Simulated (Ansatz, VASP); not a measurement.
GaMo: VASP beside Ansatz

```
CELL_PARAMETERS angstrom
0.00000 2.61664 2.61664
2.61664 0.00000 2.61664
2.61664 2.61664 0.00000
ATOMIC_POSITIONS crystal
Ga 0.00000 0.00000 0.00000
Mo 0.50000 0.50000 0.50000
```

Alike in both runs: task relaxation of cell and atoms; functional PBE; k mesh 6 × 6 × 6; occupations gaussian, width 0.2 eV; no spin polarisation.

|  | VASP | Ansatz |
| --- | --- | --- |
| version | VASP 6.6.1 | Ansatz 0.2.0 |
| potentials or method | VASP PAW PBE potentials, release 64 (Ga_d, Mo_sv), cutoff 600 eV | scalar-relativistic, plane waves, PAW |
| valence electrons in the cell | 27 | 27 |

Ansatz gave:

- gap on the k mesh at the Fermi level, each at its own relaxed structure (eV): none
- relaxed volume (Å³/atom): 16.89
- relaxed cell length with the largest relative difference (Å): 3.628

Question: What did VASP give for the same quantities?

Answer: gap on the k mesh at the Fermi level, each at its own relaxed structure (eV): none; relaxed volume (Å³/atom): 16.88; relaxed cell length with the largest relative difference (Å): 3.628.

A gap of «none» marks a metal or a gap that the smearing closes.
